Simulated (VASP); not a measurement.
Wanted: the native input for a VASP 6.6.1 run.

```yaml
Task: single point
Functional: PBE
Potentials_or_basis: VASP PAW PBE potentials, release 64 (La)
Cutoff: 520 eV
k_mesh: 8 × 8 × 8
Occupations: fermi-dirac, width 0.136057 eV
Spin: no spin polarisation
Dipole_correction: no
Further_INCAR_settings: ALGO = Normal; EDIFF = 1e-07; NBANDS = 18
```

The structure of La lies in POSCAR:

```
La
1.0
    0.0000000000      3.3506718783      3.3506718783
    3.3506718783      0.0000000000      3.3506718783
    3.3506718783      3.3506718783      0.0000000000
La
2
Direct
    0.0000000000      0.0000000000      0.0000000000
    0.2500000000      0.2500000000      0.2500000000
```

These files were run (other wordings do the same):

INCAR

```
SYSTEM = La
PREC = Accurate ; ENCUT = 520
EDIFF = 1E-7 ; ISMEAR = -1
SIGMA = 0.13605693000000002 ; LREAL = .FALSE.
LASPH = .TRUE. ; NELM = 100
ALGO = Normal ; ISIF = 2
LWAVE = .FALSE. ; LCHARG = .TRUE.
GGA = PE ; LELF = .TRUE.
LVHAR = .TRUE. ; NBANDS = 18
```

KPOINTS

```
regular mesh
0
G
  8 8 8
  0 0 0
```

Potentials or basis: VASP PAW PBE potentials, release 64 (La).

Command:

```sh
$ cat potpaw_PBE.64/La/POTCAR > POTCAR
$ mpirun -np 1 vasp_std > vasp.out
```

It gave:

| Property | Result |
| --- | --- |
| Pressure | -0.1 GPa |
| Band gap on the k mesh | zero (band 11 reaches 7.48 eV, above the bottom of band 12 at 7.13 eV) |

Caveat: spin-orbit coupling is left out, which moves the levels of the heavy elements.

It took 41 s on 1 thread of Intel(R) Xeon(R) Platinum 8375C CPU @ 2.90GHz (Ice Lake), on a shared host, peak memory 0.22 GiB.
